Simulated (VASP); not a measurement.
# Mo (Fm-3m) in VASP: further runs

The runs below take Mo through single point, with r2SCAN.

Program: VASP 6.6.1. These are calculated values, not measurements. Logs are shortened: lines on timing, memory, paths and dates and some standing lists are left out, and cuts for length are marked.

## Step 1: The cell of the first run

Symmetry: Fm-3m, No. 225, cubic system. Conventional cell: a = 3.988 Å, b = 3.988 Å, c = 3.988 Å, α = 90.00°, β = 90.00°, γ = 90.00°. Mo (site symmetry m-3m) has 12 Mo at 2.82 Å within 3.7 Å.

## Step 2: Single point, r2SCAN

Input file POSCAR:

```
Mo
1.0
    0.0000000000      1.9941712280      1.9941712280
    1.9941712280      0.0000000000      1.9941712280
    1.9941712280      1.9941712280      0.0000000000
Mo
1
Direct
    0.0000000000      0.0000000000      0.0000000000
```

Input file INCAR.step1:

```
PREC = Accurate
ENCUT = 520
ISMEAR = -1
SIGMA = 0.1
LREAL = F
LASPH = T
NELM = 80
NBANDS = 13
GGA = PE
ALGO = Normal
EDIFF = 1E-4
LWAVE = T
LCHARG = F
```

Input file INCAR.step2:

```
PREC = Accurate
ENCUT = 520
EDIFF = 1E-6
ISMEAR = -1
SIGMA = 0.1
LREAL = F
LASPH = T
NELM = 80
ALGO = Normal
ISIF = 2
LWAVE = F
LCHARG = F
METAGGA = R2SCAN
LMIXTAU = T
NBANDS = 13
ISTART = 1
```

Input file KPOINTS:

```
regular mesh
0
Gamma
  15 15 15
```

Potentials or basis: VASP PAW PBE potentials, release 64 (Mo_sv).

The run is started by

```
> cat potpaw_PBE.64/Mo_sv/POTCAR > POTCAR
> cp INCAR.step1 INCAR
> mpirun -np 1 vasp_std > vasp.out
> cp INCAR.step2 INCAR
> mpirun -np 1 vasp_std > vasp.out
```

OUTCAR:

```text
PREC = Accurate
   ENCUT = 520
   EDIFF = 1E-6
   ISMEAR = -1
   LREAL = F
   LASPH = T
   NELM = 80
   ISIF = 2
   METAGGA = R2SCAN
   ISTART = 1

 ion  position               nearest neighbor table
   1  0.000  0.000  0.000-

  LATTYP: Found a face centered cubic cell.
 ALAT       =     3.9883424560

  Lattice vectors:

 A1 = (   0.0000000000,   1.9941712280,   1.9941712280)
 A2 = (   1.9941712280,   0.0000000000,   1.9941712280)
 A3 = (   1.9941712280,   1.9941712280,   0.0000000000)

Analysis of symmetry for initial positions (statically):
=====================================================================
 Subroutine PRICEL returns:
 Original cell was already a primitive cell.

 Routine SETGRP: Setting up the symmetry group for a
 face centered cubic supercell.

 Subroutine GETGRP returns: Found 48 space group operations
 (whereof 48 operations were pure point group operations)
 out of a pool of 48 trial point group operations.

The static configuration has the point symmetry O_h .

Analysis of symmetry for dynamics (positions and initial velocities):
=====================================================================
 Subroutine PRICEL returns:
 Original cell was already a primitive cell.

 Routine SETGRP: Setting up the symmetry group for a
 face centered cubic supercell.

 Subroutine GETGRP returns: Found 48 space group operations
 (whereof 48 operations were pure point group operations)
 out of a pool of 48 trial point group operations.

The dynamic configuration has the point symmetry O_h .

 Subroutine INISYM returns: Found 48 space group operations
 (whereof 48 operations are pure point group operations),
 and found     1 'primitive' translations

----------------------------------------------------------------------------------------

                                     Primitive cell

  volume of cell :      15.8605

  direct lattice vectors                    reciprocal lattice vectors
     0.000000000  1.994171228  1.994171228    -0.250730726  0.250730726  0.250730726
     1.994171228  0.000000000  1.994171228     0.250730726 -0.250730726  0.250730726
     1.994171228  1.994171228  0.000000000     0.250730726  0.250730726 -0.250730726

  length of vectors
     2.820183996  2.820183996  2.820183996     0.434278357  0.434278357  0.434278357

  position of ions in fractional coordinates (direct lattice)
     0.000000000  0.000000000  0.000000000

  ion indices of the primitive-cell ions
   primitive index   ion index
                 1           1

----------------------------------------------------------------------------------------

 KPOINTS: regular mesh

Automatic generation of k-mesh.
 Grid dimensions read from file:
 generate k-points for:   15   15   15

 Generating k-lattice:

  Cartesian coordinates                     Fractional coordinates (reciprocal lattice)
    -0.016715382  0.016715382  0.016715382     0.066666667  0.000000000  0.000000000
     0.016715382 -0.016715382  0.016715382     0.000000000  0.066666667  0.000000000
     0.016715382  0.016715382 -0.016715382     0.000000000  0.000000000  0.066666667

  Length of vectors
     0.028951890  0.028951890  0.028951890

  Shift w.r.t. Gamma in fractional coordinates (k-lattice)
     0.000000000  0.000000000  0.000000000

 Subroutine IBZKPT returns following result:
 ===========================================

 Found    120 irreducible k-points:

 Following reciprocal coordinates:
            Coordinates               Weight
  0.000000  0.000000  0.000000      1.000000
  0.066667  0.000000  0.000000      8.000000
  0.133333  0.000000  0.000000      8.000000
  0.200000  0.000000  0.000000      8.000000
  0.266667  0.000000  0.000000      8.000000
  0.333333  0.000000  0.000000      8.000000
[... 16 lines left out ...]
  0.133333  0.133333  0.000000      6.000000
  0.200000  0.133333  0.000000     24.000000
 [... further k-points ...]
   k-points           NKPTS =    120   k-points in BZ     NKDIM =    120   number of bands    NBANDS=     13
   number of dos      NEDOS =    301   number of ions     NIONS =      1
   total plane-waves  NPLWV =  13824
   dimension x,y,z NGX =    24 NGY =   24 NGZ =   24
   dimension x,y,z NGXF=    48 NGYF=   48 NGZF=   48
   ions per type =               1
   NGX,Y,Z   is equivalent  to a cutoff of  14.15, 14.15, 14.15 a.u.
   NGXF,Y,Z  is equivalent  to a cutoff of  28.30, 28.30, 28.30 a.u.
 SYSTEM =  unknown system
   PREC   = accura    normal or accurate (medium, high low for compatibility)
   ISTART =      1    job   : 0-new  1-cont  2-samecut
   ICHARG =      0    charge: 1-file 2-atom 10-const
   ISPIN  =      1    spin polarized calculation?
   LNONCOLLINEAR =      F non collinear calculations
   LSORBIT =      F    spin-orbit coupling
   LASPH  =      T    aspherical Exc in radial PAW
   ENCUT  =  520.0 eV  38.22 Ry    6.18 a.u.   5.24  5.24  5.24*2*pi/ulx,y,z
   NELM   =     80;   NELMIN=  2; NELMDL=  0     # of ELM steps
   EDIFF  = 0.1E-05   stopping-criterion for ELM
   LREAL  =      F    real-space projection
   EDIFFG = 0.1E-04   stopping-criterion for IOM
   NSW    =      0    number of steps for IOM
   IBRION =     -1    ionic relax: 0-MD 1-quasi-New 2-CG
   NFREE  =      0    steps in history (QN), initial steepest desc. (CG)
   ISIF   =      2    stress and relaxation
   ISYM   =      2    0-nonsym 1-usesym 2-fastsym
   POTIM  = 0.5000    time-step for ionic-motion
   TEBEG  =    0.0;   TEEND  =   0.0 temperature during run
   PSTRESS=    0.0 pullay stress
   NELECT =      14.0000    total number of electrons
   NUPDOWN=      -1.0000    fix difference up-down
   EMIN   =  10.00;   EMAX   =-10.00  energy-range for DOS
   EFERMI =   0.00;   METHOD = LEGACY
   ISMEAR =    -1;   SIGMA  =   0.10  broadening in eV -4-tet -1-fermi 0-gaus
   EFERMI_NEDOS =   21; number of points for ismear=-14 and -15
   IALGO  =     38    algorithm
   IMIX   =      4    mixing-type and parameters
     AMIX     =   0.40;   BMIX     =  1.00
     AMIX_MAG =   1.60;   BMIX_MAG =  1.00
  volume/ion in A,a.u.               =      15.86       107.03
  Fermi-wavevector in a.u.,A,eV,Ry     =   1.570405  2.967636 33.554315  2.466173
  Thomas-Fermi vector in A             =   2.672143
   LORBIT       =      0    0 simple, 1 ext, 2 COOP (PROOUT), +10 PAW based schemes
   METAGGA = R2SCAN    functional components
   LHFCALC =     F    Hartree Fock is set to
   AEXX    =    0.0000 exact exchange contribution
   IVDW    =     0    specifies the selected vdW correction
   LEPSILON=     F    determine dielectric tensor
   LRPA    =     F    only Hartree local field effects (RPA)
 non-spin polarized calculation
  energy-cutoff  :      520.00
  volume of cell :       15.86
 maximum number of plane-waves:       444
 NGX is ok and might be reduce to    24
   NGX = 11   NGY = 11   NGZ = 11

 number of electron      14.0000000 magnetization

 Free energy of the ion-electron system (eV)
  ---------------------------------------------------
  ext. energy  EPLUGINS =         0.00000000
  ---------------------------------------------------
  free energy    TOTEN  =       -25.61538933 eV

  energy without entropy =      -25.57698443  energy(sigma->0) =      -25.59618688

 E-fermi :  11.9051     XC(G=0): -14.5212

 val. band max:       11.8255752796   @ k =   0.4000   0.2667   0.0000
 cond. band min:      11.9133033342   @ k =   0.2000   0.1333   0.0000
 fundamental gap:      0.0877280546
 Fermi energy:        11.9051259643

 k-point     1 :       0.0000    0.0000    0.0000
  band No.  band energies     occupation
      1     -50.7531      2.00000
      2     -23.2869      2.00000
      3     -23.2869      2.00000
      4     -23.2869      2.00000
      5       4.7226      2.00000
      6      11.1293      1.99915
      7      11.1293      1.99915
      8      11.1293      1.99915
      9      14.0945      0.00000
     10      14.0945      0.00000
     11      25.4903      0.00000
     12      31.2917      0.00000
     13      31.2917      0.00000

 k-point     2 :       0.0667    0.0000    0.0000
  band No.  band energies     occupation
      1     -50.7421      2.00000
      2     -23.3535      2.00000
      3     -23.2951      2.00000
      4     -23.2951      2.00000
      5       4.9154      2.00000
      6      10.9939      1.99978
      7      11.2161      1.99797
      8      11.2161      1.99797
      9      14.0237      0.00000
     10      14.0237      0.00000
     11      25.8630      0.00000
     12      30.4387      0.00000
     13      31.6344      0.00000

 k-point     3 :       0.1333    0.0000    0.0000
  band No.  band energies     occupation
      1     -50.7109      2.00000
      2     -23.5396      2.00000
      3     -23.3183      2.00000
      4     -23.3183      2.00000
      5       5.4533      2.00000
      6      10.6757      1.99999
      7      11.4274      1.98331
      8      11.4274      1.98331
      9      13.8877      0.00000
     10      13.8877      0.00000
     11      26.8148      0.00000
     12      28.9435      0.00000
     13      32.6181      0.00000
[... 305 lines left out ...]
 k-point    23 :       0.1333    0.1333    0.0000
  band No.  band energies     occupation
      1     -50.6969      2.00000
      2     -23.5323      2.00000
      3     -23.3737      2.00000
      4     -23.3737      2.00000
      5       5.6973      2.00000
      6      10.2579      2.00000
      7      11.7324      1.69809
      8      11.7324      1.69809
      9      13.1113      0.00001
     10      14.3987      0.00000
     11      27.3729      0.00000
     12      29.8957      0.00000
     13      31.8839      0.00000

 k-point    24 :       0.2000    0.1333    0.0000
  band No.  band energies     occupation
      1     -50.6625      2.00000
      2     -23.7068      2.00000
      3     -23.4174      2.00000
      4     -23.4057      2.00000
      5       6.2712      2.00000
      6       9.8881      2.00000
      7      11.9133      0.95914
      8      12.0304      0.44461
      9      12.9028      0.00009
     10      14.5521      0.00000
     11      28.3977      0.00000
     12      29.0689      0.00000
     13      32.3048      0.00000

 [... further k-points ...]
[... 5 lines left out ...]
  --------------------------------------------------------------------------------------
  -------------------------------------------------------------------------------------
  Total        0.1226248      0.1226248      0.1226248      0.0000000     -0.0000000      0.0000000
  in kB       12.3871585     12.3871585     12.3871585      0.0000000     -0.0000000      0.0000000
  external PRESSURE =      12.3871585 kB  Pullay stress =       0.0000000 kB

 VOLUME and BASIS-vectors are now :
 -----------------------------------------------------------------------------
  energy-cutoff  :      520.00
  volume of cell :       15.86
      direct lattice vectors                 reciprocal lattice vectors
     0.000000000  1.994171228  1.994171228    -0.250730726  0.250730726  0.250730726
     1.994171228  0.000000000  1.994171228     0.250730726 -0.250730726  0.250730726
     1.994171228  1.994171228  0.000000000     0.250730726  0.250730726 -0.250730726

 POSITION                                       TOTAL-FORCE (eV/Angst)
 -----------------------------------------------------------------------------------
      0.00000      0.00000      0.00000         0.000000      0.000000     -0.000000
 -----------------------------------------------------------------------------------
    total drift:                                0.000000      0.000000      0.000000

  FREE ENERGIE OF THE ION-ELECTRON SYSTEM (eV)
  ---------------------------------------------------
  free  energy   TOTEN  =       -25.6153893321 eV

  energy  without entropy=      -25.5769844252  energy(sigma->0) =      -25.59618688
```

Wall time 33 s (1 thread of Intel Xeon 6975P-C (Granite Rapids), shared host); peak memory 0.15 GiB.

Results:

| Item | Value |
| --- | --- |
| Free energy | -25.6154 eV |
| Pressure | 1.2 GPa |
| Band gap on the k mesh | zero (band 7 reaches 15.89 eV, above the bottom of band 8 at 11.13 eV) |

Caveat: the PAW data sets were made with another functional, which shifts forces and pressure a little.

[end of part 1 of 2]
